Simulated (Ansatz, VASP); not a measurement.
# One calculation of Si2Ni, two programs

INCAR

```
SYSTEM = Si2Ni
ALGO = Normal
EDIFF = 1E-6
ENCUT = 520
GGA = PE
ISIF = 2
ISMEAR = -1
LASPH = .TRUE.
LCHARG = .FALSE.
LREAL = .FALSE.
LWAVE = .FALSE.
NBANDS = 16
NELM = 60
PREC = Accurate
SIGMA = 0.05
```

The input KPOINTS:

```
k-points
0
G
  14 14 14
  0 0 0
```

The input POSCAR:

```
Si2Ni
1.0
   -1.5739732781      1.5739732781      3.4266693096
    1.5739732781     -1.5739732781      3.4266693096
    1.5739732781      1.5739732781     -3.4266693096
Ni Si
1 2
Direct
    0.0000000000      0.0000000000      0.0000000000
    0.3324117822      0.3324117822      0.0000000000
   -0.3324117822     -0.3324117822      0.0000000000
```

Input for Ansatz:

```yaml
crystal:
  lattice:
    - [-1.5739732781, 1.5739732781, 3.4266693096]
    - [1.5739732781, -1.5739732781, 3.4266693096]
    - [1.5739732781, 1.5739732781, -3.4266693096]
  atoms:
    - { symbol: Ni, position: [0.0, 0.0, 0.0] }
    - { symbol: Si, position: [0.3324117822, 0.3324117822, 0.0] }
    - { symbol: Si, position: [-0.3324117822, -0.3324117822, 0.0] }
kpoints:
  mp_grid: { grid: [14, 14, 14] }
scf:
  occupations: { method: fermi_dirac, width: 0.05 }
hamiltonian:
  xc: pbe
  pseudopotentials: { kind: all_electron, lapw: { basis_error: 0.001 } }
output:
  forces: true
  stress: true
  eigenvalues: true
  populations: true
```

Change from the starting cell: volume scaled by 0.88, LAPW.

Alike in both runs: task single point; functional PBE; k mesh 14 × 14 × 14; occupations fermi-dirac, width 0.05 eV; no spin polarisation.

|  | VASP | Ansatz |
| --- | --- | --- |
| version | VASP 6.6.1 | Ansatz 0.2.0 |
| potentials or method | VASP PAW PBE potentials, release 64 (Ni, Si), cutoff 520 eV | all-electron LAPW, scalar-relativistic |

```csv
,VASP,Ansatz,Ansatz less VASP
pressure (GPa),22.9,22.9,+0.07
"traceless stress, the component that is largest in VASP (GPa)",0.15,-0.09,-0.235
rms of the force components (eV/Å),0.001,0.004,+0.0029
```

Atom by atom the forces differ by 0.003 eV/Å (rms over components). Ansatz ran all-electron here, and VASP with PAW potentials.
